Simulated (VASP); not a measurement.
Set up this calculation in VASP 6.6.1, as the native input.

| Quantity | Value |
| --- | --- |
| Task | relaxation of cell and atoms |
| Functional | PBE |
| Potentials or basis | VASP PAW PBE potentials, release 64 (B, N) |
| Cutoff | 600 eV |
| k mesh | 12 × 12 × 4 |
| Occupations | gaussian, width 0.01 eV |
| Spin | no spin polarisation |
| Dipole correction | no |
| Further INCAR settings | ALGO = Normal; EDIFF = 1e-07; IBRION = 2; EDIFFG = -0.001; NSW = 80; ISIF = 3 |

The structure of BN lies in POSCAR:

```
BN
1.0
    2.5121490623      0.0000000000      0.0000000000
   -1.2560745311      2.1755849060      0.0000000000
    0.0000000000      0.0000000000      8.3518967055
B N
2 2
Direct
    0.0000000000      0.0000000000      0.5000000000
    0.3333333333      0.6666666667      0.0000000000
    0.3333333333      0.6666666667      0.5000000000
    0.6666666667      0.3333333333      0.0000000000
```

One way to write it, as run:

INCAR

```
PREC = Accurate
ENCUT = 600
EDIFF = 1E-7
ISMEAR = 0
SIGMA = 0.01
LREAL = F
LASPH = T
NELM = 80
ALGO = Normal
ISIF = 3
LWAVE = F
LCHARG = F
GGA = PE
IBRION = 2
NSW = 80
EDIFFG = -0.001
```

KPOINTS

```
regular mesh
0
Gamma
  12 12 4
```

Potentials or basis: VASP PAW PBE potentials, release 64 (B, N).

Run with:

```console
$ cat potpaw_PBE.64/B/POTCAR potpaw_PBE.64/N/POTCAR > POTCAR
$ mpirun -np 1 vasp_std > vasp.out
```

It gave:

```
Relaxed volume                         : 10.74 Å³/atom
Relaxed cell                           : a = 2.512 Å, b = 2.512 Å, c = 7.863 Å, α = 90.00°, β = 90.00°, γ = 120.00°
Space group after relaxing (to 0.05 Å) : P-6m2 (No. 187)
Energy gained by relaxing              : 0.4 meV/atom
Ionic steps                            : 18
Pressure after relaxing                : 0.0 GPa
Band gap on the k mesh                 : 4.52 eV, indirect (least direct gap 4.62 eV)
```

Caveat: this functional lacks dispersion, which binds the layers, so the pressure and a relaxed spacing across them are unreliable.

It took 4.9 min on 1 thread of AMD EPYC 9R45 (Zen 5), with other jobs on the host, peak memory 0.15 GiB.
